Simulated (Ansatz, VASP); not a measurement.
GaN: VASP beside Ansatz

```
CELL_PARAMETERS angstrom
3.06111 0.00000 0.00000
0.00000 4.32907 0.00000
0.00000 0.00000 3.20805
ATOMIC_POSITIONS crystal
Ga 0.00000 0.99576 0.00000
Ga 0.50000 0.49576 0.50000
N 0.50000 0.25424 0.00000
N 0.00000 0.75424 0.50000
```

Alike in both runs: task single point; functional LDA; k mesh 10 × 6 × 8; occupations gaussian, width 0.02 eV; no spin polarisation.

```csv
,VASP,Ansatz
version,VASP 6.6.1,Ansatz 0.2.0
potentials or method,"VASP PAW LDA potentials, release 64 (Ga_d, N), cutoff 600 eV","scalar-relativistic, plane waves, PAW"
valence electrons in the cell,36,36
```

```tsv
	VASP	Ansatz	Ansatz less VASP
gap on the k mesh at the Fermi level (eV)	2.04	2.03	-0.008
least direct gap on the mesh (eV)	2.04	2.03	-0.008
pressure (GPa)	9.8	8.5	-1.23
rms of the force components (eV/Å)	0.007	0.000	-0.0068
```

Ansatz warns that its potentials were made for another functional, while VASP's fit it. LDA's correlation is that of Perdew and Zunger in VASP and of Perdew and Wang (1992) in Ansatz.
